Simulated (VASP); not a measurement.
# Na (P6_3/mmc) in VASP: further runs, part 2 of 2

VASP 6.6.1.

### 3 Single point, r2SCAN

This run uses another cell than the first one, of 22.62 Å³/atom.

Input file POSCAR:

```
Na
1.0
    3.1722889414      0.0000000000      0.0000000000
   -1.5861444707      2.7472828114      0.0000000000
    0.0000000000      0.0000000000      5.1919671436
Na
2
Direct
    0.3333333333      0.6666666667      0.2500000000
    0.6666666667      0.3333333333      0.7500000000
```

Input file INCAR.step1:

```
PREC = Accurate ; ENCUT = 520
ISMEAR = -1 ; SIGMA = 0.08
LREAL = F ; LASPH = T
NELM = 100 ; NBANDS = 14
GGA = PE ; ALGO = Normal
EDIFF = 1E-4 ; LWAVE = T
LCHARG = F
```

Input file INCAR.step2:

```
PREC = Accurate ; ENCUT = 520
EDIFF = 1E-6 ; ISMEAR = -1
SIGMA = 0.08 ; LREAL = F
LASPH = T ; NELM = 100
ALGO = Normal ; ISIF = 2
LWAVE = F ; LCHARG = F
METAGGA = R2SCAN ; LMIXTAU = T
NBANDS = 14 ; ISTART = 1
```

Input file KPOINTS:

```
regular mesh
0
Gamma
  14 14 8
```

Potentials or basis: VASP PAW PBE potentials, release 64 (Na_pv).

On the command line:

```console
> cat potpaw_PBE.64/Na_pv/POTCAR > POTCAR
> cp INCAR.step1 INCAR
> mpirun -np 1 vasp_std > vasp.out
> cp INCAR.step2 INCAR
> mpirun -np 1 vasp_std > vasp.out
```

Wall time 4.3 min (1 thread of Oxide Virtual Turin-like, shared host); peak memory 0.16 GiB.

It converged, with:

- Free energy: -6.4983 eV
- Pressure: 10.1 GPa
- Band gap on the k mesh: zero (bands 7 and 8 overlap by 5.63 eV)

Levels at points of the mesh, in eV from the Fermi level:
```
           k point  band 3  band 4  band 5  band 6  band 7  band 8  band 9  band 10  band 11  band 12
(0.00, 0.00, 0.00)  -25.83  -25.81  -25.81  -25.81   -4.71    0.58    1.70    13.70    13.70    14.22
(0.50, 0.00, 0.00)  -25.91  -25.87  -25.85  -25.83    0.20    0.75    4.73     5.53     6.30     6.68
(0.00, 0.00, 0.50)  -25.82  -25.82  -25.82  -25.82   -3.19   -3.19    7.75     7.75    14.35    14.35
(0.50, 0.00, 0.50)  -25.85  -25.85  -25.85  -25.85    1.36    1.36    2.40     2.40    10.11    10.11
```

Caveat: the cell stands under pressure; the PAW data sets were made with another functional, which shifts forces and pressure a little.

### 4 Single point, r2SCAN

This run uses another cell than the first one, of 24.74 Å³/atom.

Input file POSCAR:

```
Na
1.0
    3.2682368394      0.0000000000      0.0000000000
   -1.6341184197      2.8303761285      0.0000000000
    0.0000000000      0.0000000000      5.3495003929
Na
2
Direct
    0.3333333333      0.6666666667      0.2500000000
    0.6666666667      0.3333333333      0.7500000000
```

Input file INCAR.step1:

```
  PREC = Accurate
  ENCUT = 520
  ISMEAR = -1
  SIGMA = 0.08
  LREAL = F
  LASPH = T
  NELM = 80
  NBANDS = 14
  GGA = PE
  ALGO = Normal
  EDIFF = 1E-4
  LWAVE = T
  LCHARG = F
```

Input file INCAR.step2:

```
  PREC = Accurate
  ENCUT = 520
  EDIFF = 1E-7
  ISMEAR = -1
  SIGMA = 0.08
  LREAL = F
  LASPH = T
  NELM = 80
  ALGO = Normal
  ISIF = 2
  LWAVE = F
  LCHARG = F
  METAGGA = R2SCAN
  LMIXTAU = T
  NBANDS = 14
  ISTART = 1
```

KPOINTS is that of step 3.

On the command line:

```console
> cat potpaw_PBE.64/Na_pv/POTCAR > POTCAR
> cp INCAR.step1 INCAR
> mpirun -np 1 vasp_std > vasp.out
> cp INCAR.step2 INCAR
> mpirun -np 1 vasp_std > vasp.out
```

Run time: 4.6 min. Hardware: 1 thread of Oxide Virtual Turin-like, shared host; peak memory 0.16 GiB.

Results (log left out):

```
Free energy            : -6.7162 eV
Pressure               : 7.1 GPa
Band gap on the k mesh : zero (bands 7 and 8 overlap by 5.37 eV)
```

Stress tensor (GPa, compression positive):
```
7.21 0.00 0.00
0.00 7.21 0.00
0.00 0.00 6.92
```

Levels at points of the mesh, in eV from the Fermi level:
```
           k point  band 4  band 5  band 6  band 7  band 8  band 9  band 10  band 11
(0.00, 0.00, 0.00)  -25.80  -25.80  -25.80   -4.46    0.56    1.60    13.11    13.11
(0.50, 0.00, 0.00)  -25.85  -25.83  -25.82    0.20    0.69    4.62     5.25     6.07
(0.00, 0.00, 0.50)  -25.81  -25.81  -25.81   -3.03   -3.03    7.40     7.40    13.75
(0.50, 0.00, 0.50)  -25.83  -25.83  -25.83    1.30    1.30    2.28     2.28     9.74
```

Caveat: the cell stands under pressure; the PAW data sets were made with another functional, which shifts forces and pressure a little.

### 5 Single point, r2SCAN

This run uses another cell than the first one, of 27.93 Å³/atom.

Input file POSCAR:

```
Na
1.0
    3.4036697154      0.0000000000      0.0000000000
   -1.7018348577      2.9476644396      0.0000000000
    0.0000000000      0.0000000000      5.5682882496
Na
2
Direct
    0.3333333333      0.6666666667      0.2500000000
    0.6666666667      0.3333333333      0.7500000000
```

Input file INCAR.step1:

```
SYSTEM = Na
PREC     = Accurate       ! precision mode
ENCUT    = 520            ! plane-wave cutoff, eV
ISMEAR   = -1             ! smearing method
SIGMA    = 0.08           ! smearing width, eV
LREAL    = .False.        ! projectors in reciprocal space
LASPH    = .True.         ! aspherical terms in the spheres
NELM     = 100            ! most SCF steps
NBANDS   = 14             ! bands
GGA      = PE             ! functional
ALGO     = Normal         ! electronic algorithm
EDIFF    = 1E-4           ! SCF threshold, eV
LWAVE    = .True.         ! write WAVECAR
LCHARG   = .False.        ! write CHGCAR
```

Input file INCAR.step2:

```
SYSTEM = Na
PREC     = Accurate       ! precision mode
ENCUT    = 520            ! plane-wave cutoff, eV
EDIFF    = 1E-6           ! SCF threshold, eV
ISMEAR   = -1             ! smearing method
SIGMA    = 0.08           ! smearing width, eV
LREAL    = .False.        ! projectors in reciprocal space
LASPH    = .True.         ! aspherical terms in the spheres
NELM     = 100            ! most SCF steps
ALGO     = Normal         ! electronic algorithm
ISIF     = 2              ! what is computed and relaxed
LWAVE    = .False.        ! write WAVECAR
LCHARG   = .False.        ! write CHGCAR
METAGGA  = R2SCAN         ! meta-GGA
LMIXTAU  = .True.       
NBANDS   = 14             ! bands
ISTART   = 1
```

Input file KPOINTS:

```
Automatic mesh
0
Gamma
  14 14 8
  0 0 0
```

Potentials or basis: VASP PAW PBE potentials, release 64 (Na_pv).

On the command line:

```console
> cat potpaw_PBE.64/Na_pv/POTCAR > POTCAR
> cp INCAR.step1 INCAR
> mpirun -np 1 vasp_std > vasp.out
> cp INCAR.step2 INCAR
> mpirun -np 1 vasp_std > vasp.out
```

OUTCAR:

```text
SYSTEM = Na
   PREC = Accurate
   ENCUT = 520
   EDIFF = 1E-6
   ISMEAR = -1
   LREAL = .False.
   LASPH = .True.
   NELM = 100
   ISIF = 2
   METAGGA = R2SCAN
   ISTART = 1

 ion  position               nearest neighbor table
   1  0.333  0.667  0.250-
   2  0.667  0.333  0.750-

  LATTYP: Found a hexagonal cell.
 ALAT       =     3.4036697154
 C/A-ratio  =     1.6359660940

  Lattice vectors:

[... 593 lines left out ...]
     14      10.1582      0.00000

 [... further k-points ...]

------------------------ aborting loop because EDIFF is reached ----------------------------------------

  FORCE on cell =-STRESS in cart. coord.  units (eV):
  Direction    XX          YY          ZZ          XY          YZ          ZX
  --------------------------------------------------------------------------------------
  -------------------------------------------------------------------------------------
  Total        1.3807662      1.3807662      1.3787503      0.0000000     -0.0000000      0.0000000
  in kB       39.5989408     39.5989408     39.5411265      0.0000000     -0.0000000      0.0000000
  external PRESSURE =      39.5796694 kB  Pullay stress =       0.0000000 kB

 VOLUME and BASIS-vectors are now :
 -----------------------------------------------------------------------------
  energy-cutoff  :      520.00
  volume of cell :       55.87
      direct lattice vectors                 reciprocal lattice vectors
     3.403669715  0.000000000  0.000000000     0.293800540  0.169625821  0.000000000
    -1.701834858  2.947664440  0.000000000     0.000000000  0.339251642  0.000000000
     0.000000000  0.000000000  5.568288250     0.000000000  0.000000000  0.179588404

 POSITION                                       TOTAL-FORCE (eV/Angst)
 -----------------------------------------------------------------------------------
     -0.00000      1.96511      1.39207        -0.000000     -0.000000     -0.000000
      1.70183      0.98255      4.17622         0.000000      0.000000      0.000000
 -----------------------------------------------------------------------------------
    total drift:                               -0.000000      0.000000      0.000000

  FREE ENERGIE OF THE ION-ELECTRON SYSTEM (eV)
  ---------------------------------------------------
  free  energy   TOTEN  =        -6.9296766923 eV

  energy  without entropy=       -6.9137301342  energy(sigma->0) =       -6.92170341
```

Wall time 7.7 min (1 thread of Oxide Virtual Turin-like, shared host); peak memory 0.18 GiB.

What came out:

| Item | Value |
| --- | --- |
| Free energy | -6.9297 eV |
| Pressure | 4.0 GPa |
| Band gap on the k mesh | zero (bands 7 and 8 overlap by 5.03 eV) |

Caveat: the cell stands under pressure; the PAW data sets were made with another functional, which shifts forces and pressure a little.

### 6 The runs side by side

```csv
cell,gap on the mesh (eV),pressure (GPa)
"a = 3.057, b = 3.057, c = 5.003 Å, angles 90.0, 90.0, 120.0°, 2 atoms",none,15.0
"a = 3.172, b = 3.172, c = 5.192 Å, angles 90.0, 90.0, 120.0°, 2 atoms",none,10.1
"a = 3.268, b = 3.268, c = 5.350 Å, angles 90.0, 90.0, 120.0°, 2 atoms",none,7.1
"a = 3.404, b = 3.404, c = 5.568 Å, angles 90.0, 90.0, 120.0°, 2 atoms",none,4.0
```

Alike in all rows: task single point; level r2SCAN; potentials or basis VASP PAW PBE potentials, release 64 (Na_pv); no spin polarisation; k mesh 14 × 14 × 8; cutoff (eV) 520; smearing fermi-dirac 0.08 eV.

Caveats: the cell stands under pressure; the PAW data sets were made with another functional, which shifts forces and pressure a little.

Total energies depend on the potentials used, so only differences within one code and one set of settings carry meaning.
